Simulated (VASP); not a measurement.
Input of a VASP 6.6.1 run:

POSCAR

```
Cu
1.0
    2.4998482476      0.0000000000      0.0000000000
   -1.2499236305      2.1649317155      0.0000000000
    0.0000000000      0.0000000000      4.0569889027
Cu
2
Direct
    0.3333333333      0.6666666667      0.2500000000
    0.6666666667      0.3333333333      0.7500000000
```

Contents of INCAR.step1:

```
ALGO = Normal
EDIFF = 1E-4
ENCUT = 520
GGA = PE
ISMEAR = 1
LASPH = T
LCHARG = F
LREAL = F
LWAVE = T
NBANDS = 18
NELM = 80
PREC = Accurate
SIGMA = 0.05
```

File INCAR.step2:

```
ALGO = Normal
EDIFF = 1E-6
ENCUT = 520
ISIF = 2
ISMEAR = 1
ISTART = 1
LASPH = T
LCHARG = T
LELF = T
LMIXTAU = T
LREAL = F
LVHAR = T
LWAVE = F
METAGGA = R2SCAN
NBANDS = 18
NELM = 80
PREC = Accurate
SIGMA = 0.05
```

Contents of KPOINTS:

```
k-points
0
Gamma
  13 13 7
```

Potentials or basis: VASP PAW PBE potentials, release 64 (Cu).

Run with:

```console
$ cat potpaw_PBE.64/Cu/POTCAR > POTCAR
$ cp INCAR.step1 INCAR
$ mpirun -np 1 vasp_std > vasp.out
$ cp INCAR.step2 INCAR
$ mpirun -np 1 vasp_std > vasp.out
```

Problem. Estimate the band gap on the k mesh.

Solution. Zero (band 11 reaches 11.63 eV, above the bottom of band 12 at 6.23 eV).

Problem. Estimate the pressure.

Solution. 8.1 GPa.

Stress tensor (GPa, compression positive):
```
 6.81  0.00  0.00
 0.00  6.81  0.00
 0.00  0.00 10.81
```

Caveat: the PAW data sets were made with another functional, which shifts forces and pressure a little.
